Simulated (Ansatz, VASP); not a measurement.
# SnSe: VASP beside Ansatz

```
CELL_PARAMETERS angstrom
4.18990 0.00000 0.00000
0.00000 4.18990 0.10998
0.00000 0.28822 10.97962
ATOMIC_POSITIONS crystal
Sn 0.50000 0.00000 0.37816
Sn 0.00000 0.50000 0.62184
Se 0.50000 0.00000 0.62178
Se 0.00000 0.50000 0.37822
```

Change from the starting cell: strain +0.0525 x Voigt [0, 0, 0, 1, 0, 0], atoms carried along.

Alike in both runs: task single point; functional LDA; k mesh 6 × 6 × 4; occupations gaussian, width 0.05 eV; no spin polarisation.

|  | VASP | Ansatz |
| --- | --- | --- |
| version | VASP 6.6.1 | Ansatz 0.2.0 |
| potentials or method | VASP PAW LDA potentials, release 64 (Sn_d, Se), cutoff 500 eV | scalar-relativistic, plane waves, PAW |
| valence electrons in the cell | 40 | 60 |

|  | VASP | Ansatz | Ansatz less VASP |
| --- | --- | --- | --- |
| gap on the k mesh at the Fermi level (eV) | 1.42 | 1.44 | +0.017 |
| least direct gap on the mesh (eV) | 1.48 | 1.50 | +0.016 |
| rms of the force components (eV/Å) | 0.065 | 0.064 | -0.0019 |

LDA's correlation is that of Perdew and Zunger in VASP and of Perdew and Wang (1992) in Ansatz. Atom by atom the forces differ by 0.014 eV/Å (rms over components). VASP's potentials hold 40 valence electrons a cell and Ansatz's 60, so a difference there can come from the potentials and not from the codes.
